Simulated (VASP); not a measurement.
Input of a VASP 6.6.1 run:

Contents of INCAR:

```
SYSTEM = RbCl
PREC = Accurate
ENCUT = 500
EDIFF = 1E-6
ISMEAR = 0
SIGMA = 0.1
LREAL = .False.
LASPH = .True.
NELM = 120
ALGO = Normal
ISIF = 2
LWAVE = .False.
LCHARG = .True.
GGA = PS
LELF = .True.
LVHAR = .True.
NBANDS = 15
GGA_COMPAT = .False.
```

Contents of KPOINTS:

```
Automatic mesh
0
Gamma
  4 4 4
  0 0 0
```

Contents of POSCAR:

```
RbCl
1.0
    0.0000000000      3.4828984809      3.4828984809
    3.4828984809      0.0000000000      3.4828984809
    3.4828984809      3.4828984809      0.0000000000
Rb Cl
1 1
Direct
    0.0000000000      0.0000000000      0.0000000000
    0.5000000000      0.5000000000      0.5000000000
```

Potentials or basis: VASP PAW PBE potentials, release 64 (Rb_sv, Cl).

Launch:

```console
$ cat potpaw_PBE.64/Rb_sv/POTCAR potpaw_PBE.64/Cl/POTCAR > POTCAR
$ mpirun -np 1 vasp_std > vasp.out
```

Estimate the band gap on the k mesh.

4.40 eV, direct.

Estimate the pressure.

-1.9 GPa.

Caveat: the cell differs from its parent crystal (Br replaced by Cl, lengths x 0.968, strained); the PAW data sets were made with another functional, which shifts forces and pressure a little.
